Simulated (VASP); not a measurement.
# Co (P6_3/mmc) in VASP: notebook, part 2 of 2

VASP 6.6.1.

## Step 4: Single point, RPBE, collinear spin, ferromagnetic start

This run uses another cell than the first one, of 11.18 Å³/atom, 0.926 times its volume.

Contents of INCAR:

```
PREC = Accurate
ENCUT = 520
EDIFF = 1E-6
ISMEAR = -1
SIGMA = 0.05
LREAL = F
LASPH = T
NELM = 150
ALGO = Normal
ISIF = 2
LWAVE = F
LCHARG = F
ISPIN = 2
MAGMOM = 1.729 1.729
LORBIT = 11
LMAXMIX = 4
GGA = RP
NBANDS = 20
```

Contents of KPOINTS:

```
Automatic mesh
0
Gamma
  23 23 13
```

Contents of POSCAR:

```
Co
1.0
    2.5192509300      0.0000000000      0.0000000000
   -1.2596254650      2.1817353039      0.0000000000
    0.0000000000      0.0000000000      4.0694449721
Co
2
Direct
    0.3333333333      0.6666666667      0.2500000000
    0.6666666667      0.3333333333      0.7500000000
```

Potentials or basis: VASP PAW PBE potentials, release 64 (Co).

Command:

```bash
cat potpaw_PBE.64/Co/POTCAR > POTCAR
mpirun -np 1 vasp_std > vasp.out
```

OUTCAR:

```text
PREC = Accurate
   ENCUT = 520
   EDIFF = 1E-6
   ISMEAR = -1
   LREAL = F
   LASPH = T
   NELM = 150
   ISIF = 2
   ISPIN = 2
   LORBIT = 11
   GGA = RP

 ion  position               nearest neighbor table
   1  0.333  0.667  0.250-   2 2.50   2 2.50   2 2.50   2 2.50   2 2.50   2 2.50
   2  0.667  0.333  0.750-   1 2.50   1 2.50   1 2.50   1 2.50   1 2.50   1 2.50

  LATTYP: Found a hexagonal cell.
 ALAT       =     2.5192509300
 C/A-ratio  =     1.6153392755

  Lattice vectors:

 A1 = (   2.5192509300,   0.0000000000,   0.0000000000)
 A2 = (  -1.2596254650,   2.1817353039,   0.0000000000)
 A3 = (   0.0000000000,   0.0000000000,   4.0694449721)

Analysis of symmetry for initial positions (statically):
=====================================================================
 Subroutine PRICEL returns:
 Original cell was already a primitive cell.

 Routine SETGRP: Setting up the symmetry group for a
 hexagonal supercell.

 Subroutine GETGRP returns: Found 24 space group operations
 (whereof 12 operations were pure point group operations)
 out of a pool of 24 trial point group operations.

The static configuration has the point symmetry D_3d.
 The point group associated with its full space group is D_6h.

Analysis of symmetry for dynamics (positions and initial velocities):
=====================================================================
 Subroutine PRICEL returns:
 Original cell was already a primitive cell.

 Routine SETGRP: Setting up the symmetry group for a
 hexagonal supercell.

 Subroutine GETGRP returns: Found 24 space group operations
 (whereof 12 operations were pure point group operations)
 out of a pool of 24 trial point group operations.

The dynamic configuration has the point symmetry D_3d.
 The point group associated with its full space group is D_6h.

Analysis of structural, dynamic, and magnetic symmetry:
=====================================================================
 Subroutine PRICEL returns:
 Original cell was already a primitive cell.

 Routine SETGRP: Setting up the symmetry group for a
 hexagonal supercell.

 Subroutine GETGRP returns: Found 24 space group operations
 (whereof 12 operations were pure point group operations)
 out of a pool of 24 trial point group operations.

The overall configuration has the point symmetry D_3d.
 The point group associated with its full space group is D_6h.

 Subroutine INISYM returns: Found 24 space group operations
 (whereof 12 operations are pure point group operations),
 and found     1 'primitive' translations

----------------------------------------------------------------------------------------

                                     Primitive cell

  volume of cell :      22.3670

  direct lattice vectors                    reciprocal lattice vectors
     2.519250930  0.000000000  0.000000000     0.396943388  0.229175372  0.000000000
    -1.259625465  2.181735304  0.000000000     0.000000000  0.458350744  0.000000000
     0.000000000  0.000000000  4.069444972     0.000000000  0.000000000  0.245733757

  length of vectors
     2.519250930  2.519250930  4.069444972     0.458350744  0.458350744  0.245733757

  position of ions in fractional coordinates (direct lattice)
     0.333333333  0.666666667  0.250000000
     0.666666667  0.333333333  0.750000000
[... 64 lines left out ...]
   ions per type =               2
   NGX,Y,Z   is equivalent  to a cutoff of  13.20, 13.20, 12.26 a.u.
   NGXF,Y,Z  is equivalent  to a cutoff of  26.40, 26.40, 24.51 a.u.
 SYSTEM =  unknown system
   PREC   = accura    normal or accurate (medium, high low for compatibility)
   ISTART =      0    job   : 0-new  1-cont  2-samecut
   ICHARG =      2    charge: 1-file 2-atom 10-const
   ISPIN  =      2    spin polarized calculation?
   LNONCOLLINEAR =      F non collinear calculations
   LSORBIT =      F    spin-orbit coupling
   LASPH  =      T    aspherical Exc in radial PAW
   ENCUT  =  520.0 eV  38.22 Ry    6.18 a.u.   4.68  4.68  7.57*2*pi/ulx,y,z
   NELM   =    150;   NELMIN=  2; NELMDL= -5     # of ELM steps
   EDIFF  = 0.1E-05   stopping-criterion for ELM
   LREAL  =      F    real-space projection
   EDIFFG = 0.1E-04   stopping-criterion for IOM
   NSW    =      0    number of steps for IOM
   IBRION =     -1    ionic relax: 0-MD 1-quasi-New 2-CG
   NFREE  =      0    steps in history (QN), initial steepest desc. (CG)
   ISIF   =      2    stress and relaxation
   ISYM   =      2    0-nonsym 1-usesym 2-fastsym
   POTIM  = 0.5000    time-step for ionic-motion
   TEBEG  =    0.0;   TEEND  =   0.0 temperature during run
   PSTRESS=    0.0 pullay stress
   NELECT =      18.0000    total number of electrons
   NUPDOWN=      -1.0000    fix difference up-down
   EMIN   =  10.00;   EMAX   =-10.00  energy-range for DOS
   EFERMI =   0.00;   METHOD = LEGACY
   ISMEAR =    -1;   SIGMA  =   0.05  broadening in eV -4-tet -1-fermi 0-gaus
   EFERMI_NEDOS =   21; number of points for ismear=-14 and -15
   IALGO  =     38    algorithm
   IMIX   =      4    mixing-type and parameters
     AMIX     =   0.40;   BMIX     =  1.00
     AMIX_MAG =   1.60;   BMIX_MAG =  1.00
  volume/ion in A,a.u.               =      11.18        75.47
  Fermi-wavevector in a.u.,A,eV,Ry     =   1.522753  2.877586 31.548869  2.318776
  Thomas-Fermi vector in A             =   2.631289
   LORBIT       =     11    0 simple, 1 ext, 2 COOP (PROOUT), +10 PAW based schemes
   GGA     = RP    functional components
   LHFCALC =     F    Hartree Fock is set to
   AEXX    =    0.0000 exact exchange contribution
   IVDW    =     0    specifies the selected vdW correction
   LEPSILON=     F    determine dielectric tensor
   LRPA    =     F    only Hartree local field effects (RPA)
 spin polarized calculation
  energy-cutoff  :      520.00
  volume of cell :       22.37
 maximum number of plane-waves:       617
 NGX is ok and might be reduce to    20
   NGX =  9   NGY =  9   NGZ = 15

 number of electron      18.0000002 magnetization       3.2577754

 Free energy of the ion-electron system (eV)
  ---------------------------------------------------
  ext. energy  EPLUGINS =         0.00000000
  ---------------------------------------------------
  free energy    TOTEN  =       -13.03569020 eV

  energy without entropy =      -13.01984774  energy(sigma->0) =      -13.02776897

 E-fermi :   9.9798     XC(G=0): -13.1141

 val. band max:        9.9782337531   @ k =   0.2174   0.0000   0.3846
 cond. band min:       9.9821548056   @ k =   0.3043   0.0870   0.4615
 fundamental gap:      0.0039210525
 Fermi energy:         9.9797926738

 spin component 1

 k-point     1 :       0.0000    0.0000    0.0000
  band No.  band energies     occupation
      1       1.2785      1.00000
      2       4.9824      1.00000
      3       7.3797      1.00000
      4       7.3931      1.00000
      5       7.3931      1.00000
      6       7.6879      1.00000
[... 541 lines left out ...]
     19      34.7310      0.00000
     20      37.7391      0.00000

 [... further k-points ...]

 spin component 2

 k-point     1 :       0.0000    0.0000    0.0000
  band No.  band energies     occupation
      1       1.2018      1.00000
      2       5.9373      1.00000
      3       9.0709      1.00000
      4       9.0918      1.00000
      5       9.0918      1.00000
      6       9.4427      0.99998
[... 541 lines left out ...]
     19      34.6952      0.00000
     20      37.8178      0.00000

 [... further k-points ...]
[... 5 lines left out ...]
  --------------------------------------------------------------------------------------
  -------------------------------------------------------------------------------------
  Total       -0.1316636     -0.1316636     -0.1002150     -0.0000000      0.0000000      0.0000000
  in kB       -9.4312132     -9.4312132     -7.1785138     -0.0000000      0.0000000      0.0000000
  external PRESSURE =      -8.6803134 kB  Pullay stress =       0.0000000 kB

 VOLUME and BASIS-vectors are now :
 -----------------------------------------------------------------------------
  energy-cutoff  :      520.00
  volume of cell :       22.37
      direct lattice vectors                 reciprocal lattice vectors
     2.519250930  0.000000000  0.000000000     0.396943388  0.229175372  0.000000000
    -1.259625465  2.181735304  0.000000000     0.000000000  0.458350744  0.000000000
     0.000000000  0.000000000  4.069444972     0.000000000  0.000000000  0.245733757

 POSITION                                       TOTAL-FORCE (eV/Angst)
 -----------------------------------------------------------------------------------
     -0.00000      1.45449      1.01736        -0.000000     -0.000000      0.000000
      1.25963      0.72725      3.05208         0.000000      0.000000      0.000000
 -----------------------------------------------------------------------------------
    total drift:                                0.000000     -0.000000     -0.000000

  FREE ENERGIE OF THE ION-ELECTRON SYSTEM (eV)
  ---------------------------------------------------
  free  energy   TOTEN  =       -13.0356901990 eV

  energy  without entropy=      -13.0198477419  energy(sigma->0) =      -13.02776897

 total charge

# of ion       s       p       d       tot
------------------------------------------
    1        0.478   0.497   7.241   8.216
    2        0.478   0.497   7.241   8.216
--------------------------------------------------
tot          0.956   0.994  14.483  16.433

 magnetization (x)

# of ion       s       p       d       tot
------------------------------------------
    1       -0.016  -0.060   1.736   1.660
    2       -0.016  -0.060   1.736   1.660
--------------------------------------------------
tot         -0.032  -0.119   3.472   3.320
```

It took 3.5 min on 1 thread of Intel Xeon Platinum 8488C (Sapphire Rapids), shared host; peak memory 0.33 GiB.

Results:

- Free energy: -13.0357 eV
- Pressure: -0.9 GPa
- Net moment: 3.26 μB per cell
- Site moments: Co +1.66 μB
- Valence electrons inside the program's atomic spheres: Co 8.22

Stress tensor (GPa, compression positive):
```
-0.94  0.00  0.00
 0.00 -0.94  0.00
 0.00  0.00 -0.72
```

Caveat: the PAW data sets were made with another functional, which shifts forces and pressure a little.

## Step 5: Single point, RPBE, collinear spin, ferromagnetic start (volume scaled by 1.04)

Contents of INCAR:

```
SYSTEM = Co
PREC = Accurate
ENCUT = 520
EDIFF = 1E-7
ISMEAR = -1
SIGMA = 0.05
LREAL = .FALSE.
LASPH = .TRUE.
NELM = 150
ALGO = Normal
ISIF = 2
LWAVE = .FALSE.
LCHARG = .FALSE.
ISPIN = 2
MAGMOM = 1.729 1.729
LORBIT = 11
LMAXMIX = 4
GGA = RP
NBANDS = 20
```

Contents of KPOINTS:

```
regular mesh
0
G
  23 23 13
  0 0 0
```

Contents of POSCAR:

```
Co
1.0
    2.5524027703      0.0000000000      0.0000000000
   -1.2762013851      2.2104456398      0.0000000000
    0.0000000000      0.0000000000      4.1229964419
Co
2
Direct
    0.3333333333      0.6666666667      0.2500000000
    0.6666666667      0.3333333333      0.7500000000
```

Command:

```bash
cat potpaw_PBE.64/Co/POTCAR > POTCAR
mpirun -np 1 vasp_std > vasp.out
```

Wall time 3.5 min (1 thread of Intel Xeon Platinum 8488C (Sapphire Rapids), shared host); peak memory 0.34 GiB.

It converged, with:

| Quantity | Value |
| --- | --- |
| Free energy | -13.0123 eV |
| Pressure | -7.4 GPa |
| Net moment | 3.33 μB per cell |
| Site moments | Co +1.70 μB |
| Valence electrons inside the program's atomic spheres | Co 8.15 |

Stress tensor (GPa, compression positive):
```
-7.44  0.00  0.00
 0.00 -7.44  0.00
 0.00  0.00 -7.25
```

Levels at points of the mesh, in eV from the Fermi level:
Spin up:
```tsv
k point	band 8	band 9	band 10	band 11	band 12	band 13	band 14	band 15
(0.00, 0.00, 0.00)	-1.98	-1.98	-1.00	-1.00	0.00	5.77	21.35	23.32
```
Spin down:
```
           k point  band 5  band 6  band 7  band 8  band 9  band 10
(0.00, 0.00, 0.00)   -0.82   -0.49   -0.49   -0.17   -0.11    -0.11
```

Caveat: the cell differs from its parent crystal (volume scaled by 1.04); the PAW data sets were made with another functional, which shifts forces and pressure a little.

## Step 6: Summary

| cell | gap on the mesh (eV) | pressure (GPa) | moment (μB) |
| --- | --- | --- | --- |
| a = 2.585, b = 2.585, c = 4.175 Å, angles 90.0, 90.0, 120.0°, 2 atoms | none | -12.6 | 3.39 |
| a = 2.616, b = 2.616, c = 4.226 Å, angles 90.0, 90.0, 120.0°, 2 atoms | none | -16.8 | 3.43 |
| a = 2.519, b = 2.519, c = 4.069 Å, angles 90.0, 90.0, 120.0°, 2 atoms | none | -0.9 | 3.26 |
| a = 2.552, b = 2.552, c = 4.123 Å, angles 90.0, 90.0, 120.0°, 2 atoms | none | -7.4 | 3.33 |

Alike in all rows: task single point; level RPBE; potentials or basis VASP PAW PBE potentials, release 64 (Co); spin collinear, ferromagnetic start; k mesh 23 × 23 × 13; cutoff (eV) 520; smearing fermi-dirac 0.05 eV.

Caveats: the PAW data sets were made with another functional, which shifts forces and pressure a little.

Total energies depend on the potentials used, so only differences within one code and one set of settings carry meaning.
